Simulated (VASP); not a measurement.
# Be2CdO3 (P4/mmm) in VASP: notebook

Runs on Be2CdO3. Level: PBE. Tasks: single point.

Everything below comes from runs of VASP 6.6.1. Logs are shortened: lines on timing, memory, paths and dates and some standing lists are left out, and cuts for length are marked.

### Step 1. The cell of the first run

The structure is tetragonal, space group P4/mmm (No. 123). Conventional cell: a = 2.570 Å, b = 2.570 Å, c = 7.976 Å, α = 90.00°, β = 90.00°, γ = 90.00°. Within 2.8 Å of Be (site symmetry 4mm) lie 8 O at 2.13 to 2.19 Å and 5 Be at 2.46 to 2.57 Å and 1 Cd at 2.76 Å. Cd (site symmetry 4/mmm) has 8 O at 2.45 Å and 4 Cd at 2.57 Å and 2 Be at 2.76 Å within 3.2 Å. Within 2.9 Å of O (site symmetry 4/mmm) lie 8 Be at 2.19 Å and 6 O at 2.34 to 2.57 Å. O (site symmetry 4mm) has 4 Be at 2.13 Å and 5 O at 2.34 to 2.57 Å and 4 Cd at 2.45 Å within 2.8 Å.

The cell was generated, and may not be a known phase.

### Step 2. Single point, PBE, collinear spin, ferromagnetic start

The input, INCAR:

```
PREC = Accurate ; ENCUT = 700
EDIFF = 1E-6 ; ISMEAR = 0
SIGMA = 0.1 ; LREAL = False
LASPH = True ; NELM = 200
ALGO = Normal ; ISIF = 2
LWAVE = False ; LCHARG = False
ISPIN = 2 ; MAGMOM = 0 0 0 1 1 1
LORBIT = 11 ; GGA = PE
NBANDS = 34 ; GGA_COMPAT = False
```

The input, KPOINTS:

```
regular mesh
0
Gamma
  6 6 2
```

The input, POSCAR:

```
Be2CdO3
1.0
    2.5703195263      0.0000000000      0.0000000000
    0.0000000000      2.5703195263      0.0000000000
    0.0000000000      0.0000000000      7.9764672765
Be Cd O
2 1 3
Direct
    0.5000000000      0.5000000000      0.8458936172
    0.5000000000      0.5000000000      0.1541063828
    0.5000000000      0.5000000000      0.5000000000
    0.0000000000      0.0000000000      0.0000000000
    0.0000000000      0.0000000000      0.7067543622
    0.0000000000      0.0000000000      0.2932456378
```

Potentials or basis: VASP PAW PBE potentials, release 64 (Be, Cd_sv_GW, O).

Started as:

```sh
> cat potpaw_PBE.64/Be/POTCAR potpaw_PBE.64/Cd_sv_GW/POTCAR potpaw_PBE.64/O/POTCAR > POTCAR
> mpirun -np 1 vasp_std > vasp.out
```

OUTCAR:

```text
PREC = Accurate
   ENCUT = 700
   EDIFF = 1E-6
   ISMEAR = 0
   LREAL = False
   LASPH = True
   NELM = 200
   ISIF = 2
   ISPIN = 2
   LORBIT = 11
   GGA = PE

 ion  position               nearest neighbor table
   1  0.500  0.500  0.846-   5 2.13   5 2.13   5 2.13   5 2.13
   2  0.500  0.500  0.154-   6 2.13   6 2.13   6 2.13   6 2.13
   3  0.500  0.500  0.500-
   4  0.000  0.000  0.000-
   5  0.000  0.000  0.707-   1 2.13   1 2.13   1 2.13   1 2.13
   6  0.000  0.000  0.293-   2 2.13   2 2.13   2 2.13   2 2.13

  LATTYP: Found a simple tetragonal cell.
 ALAT       =     2.5703195263
 C/A-ratio  =     3.1032979343

  Lattice vectors:

 A1 = (   2.5703195263,   0.0000000000,   0.0000000000)
 A2 = (   0.0000000000,   2.5703195263,   0.0000000000)
 A3 = (   0.0000000000,   0.0000000000,   7.9764672765)

Analysis of symmetry for initial positions (statically):
=====================================================================
 Subroutine PRICEL returns:
 Original cell was already a primitive cell.

 Routine SETGRP: Setting up the symmetry group for a
 simple tetragonal supercell.

 Subroutine GETGRP returns: Found 16 space group operations
 (whereof 16 operations were pure point group operations)
 out of a pool of 16 trial point group operations.

The static configuration has the point symmetry D_4h.

Analysis of symmetry for dynamics (positions and initial velocities):
=====================================================================
 Subroutine PRICEL returns:
 Original cell was already a primitive cell.

 Routine SETGRP: Setting up the symmetry group for a
 simple tetragonal supercell.

 Subroutine GETGRP returns: Found 16 space group operations
 (whereof 16 operations were pure point group operations)
 out of a pool of 16 trial point group operations.

The dynamic configuration has the point symmetry D_4h.

Analysis of structural, dynamic, and magnetic symmetry:
=====================================================================
 Subroutine PRICEL returns:
 Original cell was already a primitive cell.

 Routine SETGRP: Setting up the symmetry group for a
 simple tetragonal supercell.

 Subroutine GETGRP returns: Found 16 space group operations
 (whereof 16 operations were pure point group operations)
 out of a pool of 16 trial point group operations.
[... 139 lines left out ...]
 maximum number of plane-waves:      2251
 NGX is ok and might be reduce to    24
   NGX = 11   NGY = 11   NGZ = 35

 number of electron      41.9999995 magnetization       0.0000016

 number of electron      41.9999995 magnetization      -0.0000492

 Free energy of the ion-electron system (eV)
  ---------------------------------------------------
  ext. energy  EPLUGINS =         0.00000000
  ---------------------------------------------------
  free energy    TOTEN  =       -27.14910431 eV

  energy without entropy =      -27.14671383  energy(sigma->0) =      -27.14790907

 E-fermi :   6.7015     XC(G=0): -11.9892

 val. band max:        6.6150333428   @ k =   0.5000   0.0000   0.0000
 cond. band min:       6.7130246772   @ k =   0.5000   0.5000   0.5000
 fundamental gap:      0.0979913344
 Fermi energy:         6.7015493654

 spin component 1

 k-point     1 :       0.0000    0.0000    0.0000
  band No.  band energies     occupation
      1     -96.3248      1.00000
      2     -57.3603      1.00000
      3     -57.3603      1.00000
      4     -57.2765      1.00000
      5     -12.8078      1.00000
      6     -12.1444      1.00000
[... 709 lines left out ...]
     32      19.9827      0.00000
     33      20.8974      0.00000
 Fermi energy:         6.7015493654

 spin component 2

 k-point     1 :       0.0000    0.0000    0.0000
  band No.  band energies     occupation
      1     -96.3248      1.00000
      2     -57.3603      1.00000
      3     -57.3603      1.00000
      4     -57.2765      1.00000
      5     -12.8078      1.00000
      6     -12.1444      1.00000
[... 709 lines left out ...]
     32      19.9828      0.00000
     33      20.8974      0.00000
 [bands above 33 left out]

------------------------ aborting loop because EDIFF is reached ----------------------------------------

  FORCE on cell =-STRESS in cart. coord.  units (eV):
  Direction    XX          YY          ZZ          XY          YZ          ZX
  --------------------------------------------------------------------------------------
  -------------------------------------------------------------------------------------
  Total       -0.0789813     -0.0789813     -0.0804087      0.0000000      0.0000000      0.0000000
  in kB       -2.4013208     -2.4013208     -2.4447189      0.0000000      0.0000000      0.0000000
  external PRESSURE =      -2.4157868 kB  Pullay stress =       0.0000000 kB

 VOLUME and BASIS-vectors are now :
 -----------------------------------------------------------------------------
  energy-cutoff  :      700.00
  volume of cell :       52.70
      direct lattice vectors                 reciprocal lattice vectors
     2.570319526  0.000000000  0.000000000     0.389056687  0.000000000  0.000000000
     0.000000000  2.570319526  0.000000000     0.000000000  0.389056687  0.000000000
     0.000000000  0.000000000  7.976467277     0.000000000  0.000000000  0.125368784

 POSITION                                       TOTAL-FORCE (eV/Angst)
 -----------------------------------------------------------------------------------
      1.28516      1.28516      6.74724         0.000000      0.000000      0.005970
      1.28516      1.28516      1.22922         0.000000      0.000000     -0.005970
      1.28516      1.28516      3.98823         0.000000     -0.000000      0.000000
      0.00000      0.00000      0.00000         0.000000     -0.000000      0.000000
      0.00000      0.00000      5.63740         0.000000     -0.000000     -0.001571
      0.00000      0.00000      2.33906         0.000000      0.000000      0.001571
 -----------------------------------------------------------------------------------
    total drift:                                0.000000      0.000000     -0.000000

  FREE ENERGIE OF THE ION-ELECTRON SYSTEM (eV)
  ---------------------------------------------------
  free  energy   TOTEN  =       -27.1491043071 eV

  energy  without entropy=      -27.1467138297  energy(sigma->0) =      -27.14790907

 total charge

# of ion       s       p       d       f       tot
--------------------------------------------------
    1        0.247   0.365   0.000   0.000   0.612
    2        0.247   0.365   0.000   0.000   0.612
    3        2.250   6.228   9.230   0.018  17.727
    4        1.576   3.375   0.000   0.000   4.951
    5        1.585   3.374   0.000   0.000   4.959
    6        1.585   3.374   0.000   0.000   4.959
--------------------------------------------------
tot          7.491  17.081   9.230   0.018  33.820

 magnetization (x)

# of ion       s       p       d       f       tot
--------------------------------------------------
    1        0.000  -0.000   0.000   0.000  -0.000
    2        0.000  -0.000   0.000   0.000  -0.000
    3       -0.000  -0.000   0.000   0.000  -0.000
    4       -0.000  -0.000   0.000   0.000  -0.000
    5       -0.000  -0.000   0.000   0.000  -0.000
    6       -0.000  -0.000   0.000   0.000  -0.000
--------------------------------------------------
tot          0.000  -0.000   0.000   0.000  -0.000
```

stdout:

```text
POSCAR found type information on POSCAR BeCdO
 POSCAR found :  3 types and       6 ions
 scaLAPACK will be used
 LDA part: xc-table for (Slater+PW92), standard interpolation
 POSCAR, INCAR and KPOINTS ok, starting setup
 FFT: planning ... GRIDC
 FFT: planning ... GRID_SOFT
 FFT: planning ... GRID
 WAVECAR not read
 entering main loop
```

Run time: 72 s. Hardware: 1 thread of Intel Xeon Platinum 8488C (Sapphire Rapids), shared host; peak memory 0.28 GiB.

What came out:

- Free energy: -27.1491 eV
- Pressure: -0.2 GPa
- Largest force: 0.006 eV/Å
- Band gap on the k mesh: zero (filled and empty bands overlap)
- Net moment: 0.00 μB per cell
- Valence electrons inside the program's atomic spheres: Be 0.61; Cd 17.73; O 4.95, 4.96 (each value once)

Forces on the atoms (eV/Å):
```
Be   0.000  0.000  0.006
Be   0.000  0.000 -0.006
Cd   0.000  0.000  0.000
O    0.000  0.000  0.000
O    0.000  0.000 -0.002
O    0.000  0.000  0.002
```

Caveat: the k points lie up to 0.41 Å⁻¹ apart; semilocal functionals underestimate gaps, and a narrow one can read as zero.

### Step 3. Single point, PBE

The input, INCAR:

```
SYSTEM = Be2CdO3
  PREC = Accurate
  ENCUT = 700
  EDIFF = 1E-6
  ISMEAR = 0
  SIGMA = 0.1
  LREAL = .False.
  LASPH = .True.
  NELM = 120
  ALGO = Normal
  ISIF = 2
  LWAVE = .False.
  LCHARG = .False.
  GGA = PE
  NBANDS = 30
  GGA_COMPAT = .False.
```

The input, KPOINTS:

```
regular mesh
0
Gamma
  14 14 6
  0 0 0
```

The input, POSCAR:

```
Be2CdO3
1.0
    2.5693596806      0.0000000000      0.0000000000
    0.0000000000      2.5693596806      0.0000000000
    0.0000000000      0.0000000000      7.9751362051
Be Cd O
2 1 3
Direct
    0.5000000000      0.5000000000      0.8462826193
    0.5000000000      0.5000000000      0.1537173807
    0.5000000000      0.5000000000      0.5000000000
    0.0000000000      0.0000000000      0.0000000000
    0.0000000000      0.0000000000      0.7071011577
    0.0000000000      0.0000000000      0.2928988423
```

Potentials or basis: VASP PAW PBE potentials, release 64 (Be, Cd_sv_GW, O).

Started as:

```sh
> cat potpaw_PBE.64/Be/POTCAR potpaw_PBE.64/Cd_sv_GW/POTCAR potpaw_PBE.64/O/POTCAR > POTCAR
> mpirun -np 1 vasp_std > vasp.out
```

OUTCAR:

```text
SYSTEM = Be2CdO3
   PREC = Accurate
   ENCUT = 700
   EDIFF = 1E-6
   ISMEAR = 0
   LREAL = .False.
   LASPH = .True.
   NELM = 120
   ISIF = 2
   GGA = PE

 ion  position               nearest neighbor table
   1  0.500  0.500  0.846-   5 2.13   5 2.13   5 2.13   5 2.13
   2  0.500  0.500  0.154-   6 2.13   6 2.13   6 2.13   6 2.13
   3  0.500  0.500  0.500-
   4  0.000  0.000  0.000-
   5  0.000  0.000  0.707-   1 2.13   1 2.13   1 2.13   1 2.13
   6  0.000  0.000  0.293-   2 2.13   2 2.13   2 2.13   2 2.13

  LATTYP: Found a simple tetragonal cell.
 ALAT       =     2.5693596806
 C/A-ratio  =     3.1039391897

  Lattice vectors:

 A1 = (   2.5693596806,   0.0000000000,   0.0000000000)
 A2 = (   0.0000000000,   2.5693596806,   0.0000000000)
 A3 = (   0.0000000000,   0.0000000000,   7.9751362051)

Analysis of symmetry for initial positions (statically):
=====================================================================
 Subroutine PRICEL returns:
 Original cell was already a primitive cell.

 Routine SETGRP: Setting up the symmetry group for a
 simple tetragonal supercell.

 Subroutine GETGRP returns: Found 16 space group operations
 (whereof 16 operations were pure point group operations)
 out of a pool of 16 trial point group operations.

The static configuration has the point symmetry D_4h.

Analysis of symmetry for dynamics (positions and initial velocities):
=====================================================================
 Subroutine PRICEL returns:
 Original cell was already a primitive cell.

 Routine SETGRP: Setting up the symmetry group for a
 simple tetragonal supercell.

 Subroutine GETGRP returns: Found 16 space group operations
 (whereof 16 operations were pure point group operations)
 out of a pool of 16 trial point group operations.
[... 127 lines left out ...]
   IMIX   =      4    mixing-type and parameters
     AMIX     =   0.40;   BMIX     =  1.00
     AMIX_MAG =   1.60;   BMIX_MAG =  1.00
  volume/ion in A,a.u.               =       8.77        59.22
  Fermi-wavevector in a.u.,A,eV,Ry     =   1.518315  2.869200 31.365255  2.305281
  Thomas-Fermi vector in A             =   2.627452
   LORBIT       =      0    0 simple, 1 ext, 2 COOP (PROOUT), +10 PAW based schemes
   GGA     = PE    functional components
   LHFCALC =     F    Hartree Fock is set to
   AEXX    =    0.0000 exact exchange contribution
   IVDW    =     0    specifies the selected vdW correction
   LEPSILON=     F    determine dielectric tensor
   LRPA    =     F    only Hartree local field effects (RPA)
 non-spin polarized calculation
 Gauss-broadening in eV      SIGMA  =   0.10
  energy-cutoff  :      700.00
  volume of cell :       52.65
 maximum number of plane-waves:      2251
 NGX is ok and might be reduce to    24
   NGX = 11   NGY = 11   NGZ = 35

 number of electron      41.9999994 magnetization

 Free energy of the ion-electron system (eV)
  ---------------------------------------------------
  ext. energy  EPLUGINS =         0.00000000
  ---------------------------------------------------
  free energy    TOTEN  =       -27.17879338 eV

  energy without entropy =      -27.17775576  energy(sigma->0) =      -27.17827457

 E-fermi :   6.7426     XC(G=0): -11.9948

 val. band max:        6.7262374588   @ k =   0.5000   0.5000   0.5000
 cond. band min:       6.7449264280   @ k =   0.0714   0.0000   0.0000
 fundamental gap:      0.0186889693
 Fermi energy:         6.7426372696

 k-point     1 :       0.0000    0.0000    0.0000
  band No.  band energies     occupation
      1     -96.3151      2.00000
      2     -57.3498      2.00000
      3     -57.3498      2.00000
      4     -57.2674      2.00000
      5     -12.8112      2.00000
      6     -12.1467      2.00000
[... 781 lines left out ...]
     29      14.6424      0.00000
     30      16.7924      0.00000

 [... further k-points ...]

------------------------ aborting loop because EDIFF is reached ----------------------------------------

  FORCE on cell =-STRESS in cart. coord.  units (eV):
  Direction    XX          YY          ZZ          XY          YZ          ZX
  --------------------------------------------------------------------------------------
  -------------------------------------------------------------------------------------
  Total       -0.0869541     -0.0869541     -0.1036759      0.0000000      0.0000000      0.0000000
  in kB       -2.6461386     -2.6461386     -3.1550093      0.0000000      0.0000000      0.0000000
  external PRESSURE =      -2.8157622 kB  Pullay stress =       0.0000000 kB

 VOLUME and BASIS-vectors are now :
 -----------------------------------------------------------------------------
  energy-cutoff  :      700.00
  volume of cell :       52.65
      direct lattice vectors                 reciprocal lattice vectors
     2.569359681  0.000000000  0.000000000     0.389202029  0.000000000  0.000000000
     0.000000000  2.569359681  0.000000000     0.000000000  0.389202029  0.000000000
     0.000000000  0.000000000  7.975136205     0.000000000  0.000000000  0.125389708

 POSITION                                       TOTAL-FORCE (eV/Angst)
 -----------------------------------------------------------------------------------
      1.28468      1.28468      6.74922         0.000000      0.000000      0.001513
      1.28468      1.28468      1.22592         0.000000     -0.000000     -0.001513
      1.28468      1.28468      3.98757         0.000000      0.000000     -0.000000
      0.00000      0.00000      0.00000         0.000000      0.000000     -0.000000
      0.00000      0.00000      5.63923         0.000000      0.000000      0.001375
      0.00000      0.00000      2.33591        -0.000000     -0.000000     -0.001375
 -----------------------------------------------------------------------------------
    total drift:                                0.000000      0.000000     -0.000000

  FREE ENERGIE OF THE ION-ELECTRON SYSTEM (eV)
  ---------------------------------------------------
  free  energy   TOTEN  =       -27.1787933805 eV

  energy  without entropy=      -27.1777557590  energy(sigma->0) =      -27.17827457
```

Wall time 5.2 min (1 thread of Intel Xeon Platinum 8259CL at 2.50GHz (Skylake/Cascade Lake), shared host); peak memory 0.48 GiB.

What came out:

| Quantity | Value |
| --- | --- |
| Free energy | -27.1788 eV |
| Pressure | -0.3 GPa |
| Band gap on the k mesh | zero (bands 21 and 22 overlap by 0.39 eV) |

Caveat: semilocal functionals underestimate gaps, and a narrow one can read as zero.

The gap in the log of VASP goes by the Fermi energy; the results here count the filled bands.